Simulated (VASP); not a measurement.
Input of a VASP 6.6.1 run:

Contents of INCAR:

```
  PREC = Accurate
  ENCUT = 520
  EDIFF = 1E-6
  ISMEAR = -1
  SIGMA = 0.1
  LREAL = False
  LASPH = True
  NELM = 80
  ALGO = Normal
  ISIF = 2
  LWAVE = False
  LCHARG = False
  GGA = CA
  NBANDS = 12
```

Contents of KPOINTS:

```
Automatic mesh
0
Gamma
  21 21 21
```

The input POSCAR:

```
Zr
1.0
   -1.7202371959      1.7202371959      1.7202371959
    1.7202371959     -1.7202371959      1.7202371959
    1.7202371959      1.7202371959     -1.7202371959
Zr
1
Direct
    0.0000000000      0.0000000000      0.0000000000
```

Potentials or basis: VASP PAW LDA potentials, release 64 (Zr_sv).

Run with:

```bash
$ cat potpaw_LDA.64/Zr_sv/POTCAR > POTCAR
$ mpirun -np 1 vasp_std > vasp.out
```

Problem. Estimate the band gap on the k mesh.

Solution. Zero (band 6 reaches 11.21 eV, above the bottom of band 7 at 9.39 eV).

Problem. Predict the pressure.

Solution. 4.2 GPa.
